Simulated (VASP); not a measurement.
A run of VASP 6.6.1 is set up as follows.

The input INCAR:

```
SYSTEM = SnO2
ALGO = Normal ; EDIFF = 1E-6
ENCUT = 520 ; ISIF = 2
ISMEAR = 0 ; LASPH = .True.
LCHARG = .False. ; LREAL = .False.
LWAVE = .False. ; NBANDS = 35
NELM = 100 ; PREC = Accurate
SIGMA = 0.05
```

File KPOINTS:

```
k-points
0
Gamma
  6 6 8
  0 0 0
```

Contents of POSCAR:

```
SnO2
1.0
    4.7207174017      0.0000000000      0.0000000000
    0.0000000000      4.7207174017      0.0000000000
    0.0000000000      0.0000000000      3.1887553105
Sn O
2 4
Direct
    0.0000000000      0.0000000000     -0.0263425669
    0.5000000000      0.5000000000      0.5263425669
    0.2165333303      0.3956797689      0.0153265387
    0.2834666697      0.8956797689      0.4846734613
    0.7834666697      0.6043202311      0.0153265387
    0.7165333303      0.1043202311      0.4846734613
```

Potentials or basis: VASP PAW LDA potentials, release 64 (Sn_d, O).

The run is started by

```bash
$ cat potpaw_LDA.64/Sn_d/POTCAR potpaw_LDA.64/O/POTCAR > POTCAR
$ mpirun -np 1 vasp_std > vasp.out
```

(1) Estimate the largest force.

(2) What does it give for the pressure?

(3) What does it give for the band gap on the k mesh?

Results:

(1) 2.411 eV/Å.

(2) -8.7 GPa.

(3) 0.44 eV, indirect (least direct gap 0.46 eV).

Caveat: the cell differs from its parent crystal (mode 4 frozen in at -0.598 Å and mode 5 at -0.084 Å (largest displacements)); spin-orbit coupling is left out, which moves the levels of the heavy elements; forces of over 1 eV/Å act on the atoms, so gaps and moduli don't describe the material at rest.
